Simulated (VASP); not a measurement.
InSb3: single point with PBEsol+D3(BJ)

The system is InSb3.

```xyz
4
Lattice="0.0000 3.6621 3.6621 3.6621 0.0000 3.6621 3.6621 3.6621 0.0000" Properties=species:S:1:pos:R:3 pbc="T T T"
In    0.0000    0.0000    0.0000
Sb    1.8310    1.8310    1.8310
Sb    5.4931    5.4931    5.4931
Sb    3.6621    3.6621    3.6621
```

```yaml
Program: VASP 6.6.1
Task: single point
Functional: PBEsol
Dispersion: D3(BJ)
Potentials_or_basis: VASP PAW PBE potentials, release 64 (In_d, Sb)
Cutoff: 520 eV
k_mesh: 10 × 10 × 10
Occupations: gaussian, width 0.1 eV
Spin: no spin polarisation
```

* Pressure: 0.0 GPa
* Band gap on the k mesh: zero (bands 14 and 15 overlap by 3.19 eV)
* Dispersion energy per atom: -0.511 eV

Levels at points of the mesh, in eV from the Fermi level:
| k point | band 11 | band 12 | band 13 | band 14 | band 15 | band 16 | band 17 | band 18 |
| --- | --- | --- | --- | --- | --- | --- | --- | --- |
| (0.00, 0.00, 0.00) | -2.76 | -2.64 | -2.64 | -2.64 | -1.87 | -0.84 | -0.84 | -0.84 |
| (0.50, 0.00, 0.00) | -3.78 | -2.96 | -2.96 | 0.01 | 0.19 | 2.15 | 2.15 | 3.14 |
| (0.50, 0.50, 0.00) | -5.64 | 0.75 | 1.09 | 1.09 | 1.75 | 2.03 | 2.03 | 2.03 |

It took 50 s on 1 thread of Intel(R) Xeon(R) 6975P-C (Granite Rapids) (shared host), peak memory 0.3 GiB.

Caveat: the PAW data sets were made with another functional, which shifts forces and pressure a little; spin-orbit coupling is left out, which moves the levels of the heavy elements.
